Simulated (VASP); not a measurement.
Input of a VASP 6.6.1 run:

File INCAR:

```
SYSTEM = VOs
  PREC = Accurate
  ENCUT = 520
  EDIFF = 1E-6
  ISMEAR = -1
  SIGMA = 0.15
  LREAL = .FALSE.
  LASPH = .TRUE.
  NELM = 150
  ALGO = Normal
  ISIF = 2
  LWAVE = .FALSE.
  LCHARG = .FALSE.
  ISPIN = 2
  MAGMOM = 1.5 0
  LORBIT = 11
  LMAXMIX = 4
  GGA = PS
  NBANDS = 22
```

Contents of KPOINTS:

```
Automatic mesh
0
G
  11 11 11
  0 0 0
```

POSCAR

```
VOs
1.0
    3.0165700000      0.0000000000      0.0000000000
    0.0000000000      3.0165700000      0.0000000000
    0.0000000000      0.0000000000      2.9562386000
V Os
1 1
Direct
    0.0000000000      0.0000000000      0.0000000000
    0.5000000000      0.5000000000      0.5000000000
```

Potentials or basis: VASP PAW PBE potentials, release 64 (V_sv, Os).

Launch:

```console
$ cat potpaw_PBE.64/V_sv/POTCAR potpaw_PBE.64/Os/POTCAR > POTCAR
$ mpirun -np 1 vasp_std > vasp.out
```

(1) Estimate the pressure.

(2) What does it give for the net moment?

## Answers

(1) -1.4 GPa.

(2) 0.00 μB per cell.

Caveat: the moments typed at the start vanished in this run; the PAW data sets were made with another functional, which shifts forces and pressure a little.
